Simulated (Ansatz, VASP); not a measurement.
Two plane-wave programs on ZrMoSe4

```xyz
6
Lattice="3.1840 0.0000 0.0000 0.0000 3.1840 0.0000 0.0000 0.0000 14.8318" Properties=species:S:1:pos:R:3 pbc="T T T"
Zr    0.0000    0.0000    7.4159
Mo    0.0000    0.0000    0.0000
Se    1.5920    1.5920    5.7264
Se    1.5920    1.5920   13.3094
Se    1.5920    1.5920    1.5224
Se    1.5920    1.5920    9.1054
```

Alike in both runs: task single point; functional PBE; k mesh 12 × 12 × 4; occupations gaussian, width 0.1 eV; no spin polarisation.

|  | VASP | Ansatz |
| --- | --- | --- |
| version | VASP 6.6.1 | Ansatz 0.2.0 |
| potentials or method | VASP PAW PBE potentials, release 64 (Zr_sv, Mo_sv, Se), cutoff 520 eV | scalar-relativistic, plane waves, PAW |
| valence electrons in the cell | 50 | 90 |

```csv
,VASP,Ansatz,Ansatz less VASP
gap on the k mesh at the Fermi level (eV),none,none,-
pressure (GPa),0.1,0.0,-0.12
rms of the force components (eV/Å),0.009,0.001,-0.0085
```

Atom by atom the forces differ by 0.009 eV/Å (rms over components). A gap of «none» marks a metal or a gap that the smearing closes. VASP's potentials hold 50 valence electrons a cell and Ansatz's 90, so a difference there can come from the potentials and not from the codes.
